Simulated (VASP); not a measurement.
Input of a VASP 6.6.1 run:

The input INCAR:

```
SYSTEM = CaC8
PREC = Accurate
ENCUT = 520
EDIFF = 1E-6
ISMEAR = 0
SIGMA = 0.2
LREAL = .FALSE.
LASPH = .TRUE.
NELM = 60
ALGO = Normal
ISIF = 2
LWAVE = .FALSE.
LCHARG = .TRUE.
GGA = PE
IVDW = 12
LELF = .TRUE.
LVHAR = .TRUE.
NBANDS = 31
```

Contents of KPOINTS:

```
Automatic mesh
0
G
  6 6 6
  0 0 0
```

The input POSCAR:

```
CaC8
1.0
    0.0000000000      0.0000000000      4.3680328563
    4.9987301403      0.0000000000      0.0000000000
   -2.4993650702      4.3290272881      0.0000000000
Ca C
1 8
Direct
    0.5000000000      1.0000000000      0.0000000000
    0.0000000000      0.3355136252      0.1677568126
    0.0000000000      0.3333333333      0.6666666667
    0.0000000000      0.8322431874      0.1677568126
    0.0000000000      0.8322431874      0.6644863748
    0.0000000000      0.1677568126      0.3355136252
    0.0000000000      0.1677568126      0.8322431874
    1.0000000000      0.6666666667      0.3333333333
    0.0000000000      0.6644863748      0.8322431874
```

Potentials or basis: VASP PAW PBE potentials, release 64 (Ca_sv, C).

The run is started by

```bash
$ cat potpaw_PBE.64/Ca_sv/POTCAR potpaw_PBE.64/C/POTCAR > POTCAR
$ mpirun -np 1 vasp_std > vasp.out
```

Problem. What does it give for the dispersion energy per atom?

Solution. -0.151 eV.

Problem. Estimate the band gap on the k mesh.

Solution. Zero (bands 21 and 22 overlap by 1.70 eV).

Problem. What does it give for the pressure?

Solution. 0.1 GPa.

Forces in eV/Å, atoms in the order of the input:
```
Ca   0.000  0.000  0.000
C    0.037  0.021  0.000
C    0.000  0.000  0.000
C   -0.037  0.021  0.000
C    0.000 -0.043  0.000
C    0.000  0.043  0.000
C    0.037 -0.021  0.000
C    0.000  0.000  0.000
C   -0.037 -0.021  0.000
```
